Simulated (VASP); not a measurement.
Write the native input for VASP 6.6.1 that does the following.

```
Task                   : single point
Functional             : PBEsol
Potentials or basis    : VASP PAW PBE potentials, release 64 (Te)
Cutoff                 : 520 eV
k mesh                 : 7 × 7 × 5
Occupations            : fermi-dirac, width 0.05 eV
Spin                   : no spin polarisation
Dipole correction      : no
Further INCAR settings : ALGO = Normal; EDIFF = 1e-06; NBANDS = 16
```

The structure of Te lies in POSCAR:

```
Te
1.0
    4.5126119846      0.0000000000      0.0000000000
   -2.2563059923      3.9080366161      0.0000000000
    0.0000000000      0.0000000000      6.0019563082
Te
3
Direct
    0.7310000000      0.7310000000      0.0000000000
    0.0000000000      0.2690000000      0.6666666667
    0.2690000000      0.0000000000      0.3333333333
```

This cell differs from its parent crystal: volume scaled by 1.04.

These files were run (other wordings do the same):

INCAR

```
ALGO     = Normal         # electronic algorithm
EDIFF    = 1E-6           # SCF threshold, eV
ENCUT    = 520            # plane-wave cutoff, eV
GGA      = PS             # functional
ISIF     = 2              # what is computed and relaxed
ISMEAR   = -1             # smearing method
LASPH    = T              # aspherical terms in the spheres
LCHARG   = F              # write CHGCAR
LREAL    = F              # projectors in reciprocal space
LWAVE    = F              # write WAVECAR
NBANDS   = 16             # bands
NELM     = 60             # most SCF steps
PREC     = Accurate       # precision mode
SIGMA    = 0.05           # smearing width, eV
```

KPOINTS

```
k-points
0
Gamma
  7 7 5
```

Potentials or basis: VASP PAW PBE potentials, release 64 (Te).

Run with:

```console
$ cat potpaw_PBE.64/Te/POTCAR > POTCAR
$ mpirun -np 1 vasp_std > vasp.out
```

Results of the run:

The pressure is -2.6 GPa, the largest force is 0.073 eV/Å and the band gap on the k mesh is 0.60 eV, indirect (least direct gap 0.74 eV).

Caveat: the PAW data sets were made with another functional, which shifts forces and pressure a little; spin-orbit coupling is left out, which moves the levels of the heavy elements.

Wall time 43 s on 1 thread of AMD EPYC 9R45 (Zen 5), with other jobs on the host, peak memory 0.21 GiB.
